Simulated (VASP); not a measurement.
# Si (Fd-3m) in VASP: relaxation of cell and atoms with HSE06

Aim: the relaxation of cell and atoms of Si with HSE06.

All numbers are computed with VASP 6.6.1; they aren't measurements. Logs are shortened: lines on timing, memory, paths and dates and some standing lists are left out, and cuts for length are marked.

## (1) The cell of the first run

Symmetry: Fd-3m, No. 227, cubic system. The conventional cell has a = 5.444 Å, b = 5.444 Å, c = 5.444 Å, α = 90.00°, β = 90.00°, γ = 90.00°. Within 3.1 Å of Si (site symmetry -43m) lie 4 Si at 2.36 Å.

## (2) Relaxation of cell and atoms, HSE06

The input, POSCAR:

```
Si
1.0
    0.0000000000      2.7221188957      2.7221188957
    2.7221188957      0.0000000000      2.7221188957
    2.7221188957      2.7221188957      0.0000000000
Si
2
Direct
    0.0000000000      0.0000000000      0.0000000000
    0.2500000000      0.2500000000      0.2500000000
```

The input, INCAR.step1:

```
PREC = Accurate
ENCUT = 600
EDIFF = 1E-5
ISMEAR = -1
SIGMA = 0.02
LREAL = F
LASPH = T
NELM = 80
ALGO = Normal
LWAVE = T
LCHARG = F
GGA = PE
NBANDS = 11
```

The input, INCAR.step2:

```
PREC = Accurate
ENCUT = 600
EDIFF = 1E-6
ISMEAR = -1
SIGMA = 0.02
LREAL = F
LASPH = T
NELM = 80
ALGO = Normal
ISIF = 3
LWAVE = F
LCHARG = F
GGA = PE
LHFCALC = T
HFSCREEN = 0.2079
PRECFOCK = Normal
IBRION = 2
NSW = 80
EDIFFG = -0.005
ISTART = 1
```

The input, KPOINTS:

```
regular mesh
0
Gamma
  6 6 6
```

Potentials or basis: VASP PAW PBE potentials, release 64 (Si).

On the command line:

```sh
$ cat potpaw_PBE.64/Si/POTCAR > POTCAR
$ cp INCAR.step1 INCAR
$ mpirun -np 1 vasp_std > vasp.out
$ cp INCAR.step2 INCAR
$ mpirun -np 1 vasp_std > vasp.out
```

OUTCAR:

```text
PREC = Accurate
   ENCUT = 600
   EDIFF = 1E-6
   ISMEAR = -1
   LREAL = F
   LASPH = T
   NELM = 80
   ISIF = 3
   GGA = PE
   LHFCALC = T
   HFSCREEN = 0.2079
   PRECFOCK = Normal
   IBRION = 2
   NSW = 80
   EDIFFG = -0.005
   ISTART = 1

 ion  position               nearest neighbor table
   1  0.000  0.000  0.000-   2 2.36   2 2.36   2 2.36   2 2.36
   2  0.250  0.250  0.250-   1 2.36   1 2.36   1 2.36   1 2.36

  LATTYP: Found a face centered cubic cell.
 ALAT       =     5.4442377914

  Lattice vectors:

 A1 = (   0.0000000000,   2.7221188957,   2.7221188957)
 A2 = (   2.7221188957,   0.0000000000,   2.7221188957)
 A3 = (   2.7221188957,   2.7221188957,   0.0000000000)

Analysis of symmetry for initial positions (statically):
=====================================================================
 Subroutine PRICEL returns:
 Original cell was already a primitive cell.

 Routine SETGRP: Setting up the symmetry group for a
 face centered cubic supercell.

 Subroutine GETGRP returns: Found 48 space group operations
 (whereof 24 operations were pure point group operations)
 out of a pool of 48 trial point group operations.

The static configuration has the point symmetry T_d .
 The point group associated with its full space group is O_h .

Analysis of symmetry for dynamics (positions and initial velocities):
=====================================================================
 Subroutine PRICEL returns:
 Original cell was already a primitive cell.

 Routine SETGRP: Setting up the symmetry group for a
 face centered cubic supercell.

 Subroutine GETGRP returns: Found 48 space group operations
 (whereof 24 operations were pure point group operations)
 out of a pool of 48 trial point group operations.

The dynamic configuration has the point symmetry T_d .
 The point group associated with its full space group is O_h .

 Subroutine INISYM returns: Found 48 space group operations
 (whereof 24 operations are pure point group operations),
 and found     1 'primitive' translations

----------------------------------------------------------------------------------------

                                     Primitive cell

  volume of cell :      40.3414

  direct lattice vectors                    reciprocal lattice vectors
     0.000000000  2.722118896  2.722118896    -0.183680441  0.183680441  0.183680441
     2.722118896  0.000000000  2.722118896     0.183680441 -0.183680441  0.183680441
     2.722118896  2.722118896  0.000000000     0.183680441  0.183680441 -0.183680441

  length of vectors
     3.849657461  3.849657461  3.849657461     0.318143857  0.318143857  0.318143857

  position of ions in fractional coordinates (direct lattice)
     0.000000000  0.000000000  0.000000000
     0.250000000  0.250000000  0.250000000

  ion indices of the primitive-cell ions
   primitive index   ion index
                 1           1
                 2           2

----------------------------------------------------------------------------------------

 KPOINTS: regular mesh

Automatic generation of k-mesh.
 Grid dimensions read from file:
 generate k-points for:    6    6    6

 Generating k-lattice:

  Cartesian coordinates                     Fractional coordinates (reciprocal lattice)
    -0.030613407  0.030613407  0.030613407     0.166666667  0.000000000  0.000000000
     0.030613407 -0.030613407  0.030613407     0.000000000  0.166666667  0.000000000
     0.030613407  0.030613407 -0.030613407     0.000000000  0.000000000  0.166666667

  Length of vectors
     0.053023976  0.053023976  0.053023976

  Shift w.r.t. Gamma in fractional coordinates (k-lattice)
     0.000000000  0.000000000  0.000000000

 Subroutine IBZKPT returns following result:
 ===========================================

 Found     16 irreducible k-points:

 Following reciprocal coordinates:
            Coordinates               Weight
  0.000000  0.000000  0.000000      1.000000
  0.166667  0.000000  0.000000      8.000000
  0.333333  0.000000  0.000000      8.000000
  0.500000  0.000000  0.000000      4.000000
  0.166667  0.166667  0.000000      6.000000
  0.333333  0.166667  0.000000     24.000000
[... 8 lines left out ...]
 -0.333333  0.333333  0.166667     24.000000
 -0.333333  0.500000  0.166667     12.000000
   k-points           NKPTS =     16   k-points in BZ     NKDIM =    216   number of bands    NBANDS=      8
   number of dos      NEDOS =    301   number of ions     NIONS =      2
   total plane-waves  NPLWV =  32768
   dimension x,y,z NGX =    32 NGY =   32 NGZ =   32
   dimension x,y,z NGXF=    64 NGYF=   64 NGZF=   64
   ions per type =               2
   NGX,Y,Z   is equivalent  to a cutoff of  13.82, 13.82, 13.82 a.u.
   NGXF,Y,Z  is equivalent  to a cutoff of  27.64, 27.64, 27.64 a.u.
 SYSTEM =  unknown system
   PREC   = accura    normal or accurate (medium, high low for compatibility)
   ISTART =      1    job   : 0-new  1-cont  2-samecut
   ICHARG =      0    charge: 1-file 2-atom 10-const
   ISPIN  =      1    spin polarized calculation?
   LNONCOLLINEAR =      F non collinear calculations
   LSORBIT =      F    spin-orbit coupling
   LASPH  =      T    aspherical Exc in radial PAW
   ENCUT  =  600.0 eV  44.10 Ry    6.64 a.u.   7.69  7.69  7.69*2*pi/ulx,y,z
   NELM   =     80;   NELMIN=  2; NELMDL=  0     # of ELM steps
   EDIFF  = 0.1E-05   stopping-criterion for ELM
   LREAL  =      F    real-space projection
   EDIFFG = -.5E-02   stopping-criterion for IOM
   NSW    =     80    number of steps for IOM
   IBRION =      2    ionic relax: 0-MD 1-quasi-New 2-CG
   NFREE  =      1    steps in history (QN), initial steepest desc. (CG)
   ISIF   =      3    stress and relaxation
   ISYM   =      3    0-nonsym 1-usesym 2-fastsym
   POTIM  = 0.5000    time-step for ionic-motion
   TEBEG  =    0.0;   TEEND  =   0.0 temperature during run
   PSTRESS=    0.0 pullay stress
   NELECT =       8.0000    total number of electrons
   NUPDOWN=      -1.0000    fix difference up-down
   EMIN   =  10.00;   EMAX   =-10.00  energy-range for DOS
   EFERMI =   0.00;   METHOD = LEGACY
   ISMEAR =    -1;   SIGMA  =   0.02  broadening in eV -4-tet -1-fermi 0-gaus
   EFERMI_NEDOS =   21; number of points for ismear=-14 and -15
   IALGO  =     38    algorithm
   IMIX   =      1    mixing-type and parameters
     AMIX     =   0.40;   BMIX     =  1.00
     AMIX_MAG =   1.60;   BMIX_MAG =  1.00
  volume/ion in A,a.u.               =      20.17       136.12
  Fermi-wavevector in a.u.,A,eV,Ry     =   0.954672  1.804069 12.400344  0.911400
  Thomas-Fermi vector in A             =   2.083440
   LORBIT       =      0    0 simple, 1 ext, 2 COOP (PROOUT), +10 PAW based schemes
   GGA     = PE    functional components
   LHFCALC =     T    Hartree Fock is set to
   PRECFOCK=normal    Normal, Fast or Accurate (Low or Medium for compatibility)
   ENCUT4O =  -1.0   cutoff for four orbital integrals eV
   NKREDX  =     1    reduce k-point grid by
   NKREDY  =     1    reduce k-point grid by
   NKREDZ  =     1    reduce k-point grid by
   AEXX    =    0.2500 exact exchange contribution
   HFSCREEN=    0.2079 screening length (either q_TF or 0.3 A-1)
   HFSCREENC=   0.2079 screening length for correlation (either q_TF or 0.3 A-1)
   ENCUTFOCK=  -1.0 apply spherical cutoff to Coloumb kernel
   IVDW    =     0    specifies the selected vdW correction
   LEPSILON=     F    determine dielectric tensor
   LRPA    =     F    only Hartree local field effects (RPA)
 conjugate gradient relaxation of ions
 non-spin polarized calculation
  energy-cutoff  :      600.00
  volume of cell :       40.34
 maximum number of plane-waves:      1363
  NGX = 24; NGY = 24; NGZ = 24

--------------------------------------- Ionic step        1  -------------------------------------------

 number of electron       8.0000000 magnetization

 Free energy of the ion-electron system (eV)
  ---------------------------------------------------
  ext. energy  EPLUGINS =         0.00000000
  ---------------------------------------------------
  free energy    TOTEN  =       -12.53265779 eV

  energy without entropy =      -12.53265779  energy(sigma->0) =      -12.53265779

------------------------ aborting loop because EDIFF is reached ----------------------------------------

  FORCE on cell =-STRESS in cart. coord.  units (eV):
  Direction    XX          YY          ZZ          XY          YZ          ZX
  --------------------------------------------------------------------------------------
  -------------------------------------------------------------------------------------
  Total       -0.1310559     -0.1310559     -0.1310559      0.0000000      0.0000000     -0.0000000
  in kB       -5.2049413     -5.2049413     -5.2049413      0.0000000      0.0000000     -0.0000000
  external PRESSURE =      -5.2049413 kB  Pullay stress =       0.0000000 kB

 VOLUME and BASIS-vectors are now :
 -----------------------------------------------------------------------------
  energy-cutoff  :      600.00
  volume of cell :       40.34
      direct lattice vectors                 reciprocal lattice vectors
     0.000000000  2.722118896  2.722118896    -0.183680441  0.183680441  0.183680441
     2.722118896  0.000000000  2.722118896     0.183680441 -0.183680441  0.183680441
     2.722118896  2.722118896  0.000000000     0.183680441  0.183680441 -0.183680441
[... 37 lines left out ...]
 POSITION                                       TOTAL-FORCE (eV/Angst)
 -----------------------------------------------------------------------------------
     -0.00000      2.71351      2.71351         0.000000      0.000000      0.000000
      1.35676      1.35676      1.35676        -0.000000     -0.000000     -0.000000
 -----------------------------------------------------------------------------------
    total drift:                               -0.000001     -0.000001     -0.000001

  FREE ENERGIE OF THE ION-ELECTRON SYSTEM (eV)
  ---------------------------------------------------
  free  energy   TOTEN  =       -12.5327824038 eV

  energy  without entropy=      -12.5327824038  energy(sigma->0) =      -12.53278240

--------------------------------------- Ionic step        3  -------------------------------------------

 number of electron       8.0000000 magnetization

 Free energy of the ion-electron system (eV)
  ---------------------------------------------------
  ext. energy  EPLUGINS =         0.00000000
  ---------------------------------------------------
  free energy    TOTEN  =       -12.53300394 eV

  energy without entropy =      -12.53300394  energy(sigma->0) =      -12.53300394

 E-fermi :   5.9145     XC(G=0):  -7.8408

 val. band max:        5.4527570153   @ k =   0.0000   0.0000   0.0000
 cond. band min:       6.7492937089   @ k =   0.5000   0.5000   0.0000
 fundamental gap:      1.2965366936
 Fermi energy:         5.9144820297

 k-point     1 :       0.0000    0.0000    0.0000
  band No.  band energies     occupation
      1      -7.8181      2.00000
      2       5.4528      2.00000
      3       5.4528      2.00000
      4       5.4528      2.00000
      5       8.7780      0.00000
      6       8.7780      0.00000
      7       8.7780      0.00000
      8       9.7498      0.00000

 k-point     2 :       0.1667    0.0000    0.0000
  band No.  band energies     occupation
      1      -7.4184      2.00000
      2       2.8984      2.00000
      3       4.9805      2.00000
      4       4.9805      2.00000
      5       8.5577      0.00000
      6       9.4641      0.00000
      7       9.4641      0.00000
      8      11.8884      0.00000
[... 174 lines left out ...]
 POSITION                                       TOTAL-FORCE (eV/Angst)
 -----------------------------------------------------------------------------------
      0.00000      0.00000      0.00000         0.000000      0.000000      0.000000
      1.35868      1.35868      1.35868        -0.000000     -0.000000     -0.000000
 -----------------------------------------------------------------------------------
    total drift:                               -0.000000     -0.000000     -0.000000

  FREE ENERGIE OF THE ION-ELECTRON SYSTEM (eV)
  ---------------------------------------------------
  free  energy   TOTEN  =       -12.5330039397 eV

  energy  without entropy=      -12.5330039397  energy(sigma->0) =      -12.53300394

 reached required accuracy - stopping structural energy minimisation
```

Wall time 36 min (1 thread of Intel Xeon 8259CL, shared host); peak memory 0.29 GiB.

What came out:

```yaml
Free_energy: -12.5330 eV
Relaxed_volume: 20.07 Å³/atom
Relaxed_cell: a = 3.843 Å, b = 3.843 Å, c = 3.843 Å, α = 60.00°, β = 60.00°, γ = 60.00°
Space_group_after_relaxing_to_0.1_Å: Fd-3m (No. 227)
Energy_gained_by_relaxing: 0.2 meV/atom
Ionic_steps: 3
Pressure_after_relaxing: 0.0 GPa
Band_gap_on_the_k_mesh: 1.30 eV (least direct gap 3.33 eV)
```

Step by step:
| step | energy change (eV) | largest force (eV/Å) | pressure (GPa) | volume (Å³) |
| --- | --- | --- | --- | --- |
| 1 | 0.0000 | 0.0000 | -0.52 | 40.34 |
| 2 | -0.0001 | 0.0000 | 0.41 | 39.96 |
| 3 | -0.0003 | 0.0000 | 0.01 | 40.13 |

Final structure:
```cif
data_structure
_symmetry_space_group_name_H-M 'P 1'
_symmetry_Int_Tables_number 1
_cell_length_a 3.8429
_cell_length_b 3.8429
_cell_length_c 3.8429
_cell_angle_alpha 60.000
_cell_angle_beta 60.000
_cell_angle_gamma 60.000
_cell_volume 40.13
loop_
_atom_site_label
_atom_site_type_symbol
_atom_site_fract_x
_atom_site_fract_y
_atom_site_fract_z
_atom_site_occupancy
Si1 Si 0.00000 0.00000 0.00000 1
Si2 Si 0.25000 0.25000 0.25000 1
```

Caveat: the PAW data sets were made with another functional, which shifts forces and pressure a little.
